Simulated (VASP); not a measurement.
Write the native input for VASP 6.6.1 that does the following.

```yaml
Task: single point
Functional: PBE
Potentials_or_basis: VASP PAW PBE potentials, release 64 (Si, Hf_pv, O)
Cutoff: 520 eV
k_mesh: 10 × 10 × 10
Occupations: fermi-dirac, width 0.02 eV
Spin: no spin polarisation
Dipole_correction: no
Further_INCAR_settings: ALGO = Normal; EDIFF = 1e-07; NBANDS = 28
```

The structure of HfSiO4 lies in POSCAR:

```
HfSiO4
1.0
   -1.8587834061      1.8587834061      4.8804273772
    1.8587834061     -1.8587834061      4.8804273772
    1.8587834061      1.8587834061     -4.8804273772
Si Hf O
1 1 4
Direct
    0.0000000000      0.0000000000      0.0000000000
    0.7500000000      0.2500000000      0.5000000000
    0.9717186282      0.4717186282      0.5000000000
    0.1777386620      0.1777386620      0.0000000000
    0.5282813718      0.0282813718      0.5000000000
    0.8222613380      0.8222613380      0.0000000000
```

These files were run (other wordings do the same):

INCAR

```
ALGO     = Normal         # electronic algorithm
EDIFF    = 1E-7           # SCF threshold, eV
ENCUT    = 520            # plane-wave cutoff, eV
GGA      = PE             # functional
ISIF     = 2              # what is computed and relaxed
ISMEAR   = -1             # smearing method
LASPH    = True           # aspherical terms in the spheres
LCHARG   = False          # write CHGCAR
LREAL    = False          # projectors in reciprocal space
LWAVE    = False          # write WAVECAR
NBANDS   = 28             # bands
NELM     = 100            # most SCF steps
PREC     = Accurate       # precision mode
SIGMA    = 0.02           # smearing width, eV
```

KPOINTS

```
k-points
0
Gamma
  10 10 10
```

Potentials or basis: VASP PAW PBE potentials, release 64 (Si, Hf_pv, O).

Launch:

```bash
$ cat potpaw_PBE.64/Si/POTCAR potpaw_PBE.64/Hf_pv/POTCAR potpaw_PBE.64/O/POTCAR > POTCAR
$ mpirun -np 1 vasp_std > vasp.out
```

Results of the run:

| Property | Result |
| --- | --- |
| Pressure | 4.7 GPa |
| Largest force | 0.274 eV/Å |
| Band gap on the k mesh | 3.98 eV (least direct gap 3.99 eV) |

Caveat: the cell stands under pressure; spin-orbit coupling is left out, which moves the levels of the heavy elements.

It took 5.1 min on 1 thread of Intel(R) Xeon(R) Platinum 8259CL CPU @ 2.50GHz (Skylake/Cascade Lake) (shared host), peak memory 0.37 GiB.
